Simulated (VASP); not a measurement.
# Zr: single point with revPBE+D3(BJ)

The system is Zr.

```
Zr
1.0
     3.16308    0.00000    0.00000
    -1.58154    2.73931    0.00000
     0.00000    0.00000    5.09785
Zr
2
Cartesian
  1.5815 0.9131 3.8234
  0.0000 1.8262 1.2745
```

```yaml
Program: VASP 6.6.1
Task: single point
Functional: revPBE
Dispersion: D3(BJ)
Potentials_or_basis: VASP PAW PBE potentials, release 64 (Zr_sv)
Cutoff: 520 eV
k_mesh: 9 × 9 × 5
Occupations: fermi-dirac, width 0.05 eV
Spin: no spin polarisation
Dipole_correction: no
Further_INCAR_settings: ALGO = Normal; EDIFF = 1e-07; NBANDS = 19
```

```yaml
Pressure: 0.0 GPa
Band_gap_on_the_k_mesh: zero (bands 12 and 13 overlap by 1.15 eV)
Dispersion_energy_per_atom: -1.000 eV
```

Levels at points of the mesh, in eV from the Fermi level:
| k point | band 9 | band 10 | band 11 | band 12 | band 13 | band 14 | band 15 | band 16 |
| --- | --- | --- | --- | --- | --- | --- | --- | --- |
| (0.00, 0.00, 0.00) | -5.74 | -3.17 | 0.89 | 0.89 | 0.93 | 1.27 | 1.61 | 1.61 |

Run time: 22 s on 1 thread of Intel Xeon 8259CL (shared host), peak memory 0.18 GiB.

Caveat: the PAW data sets were made with another functional, which shifts forces and pressure a little.
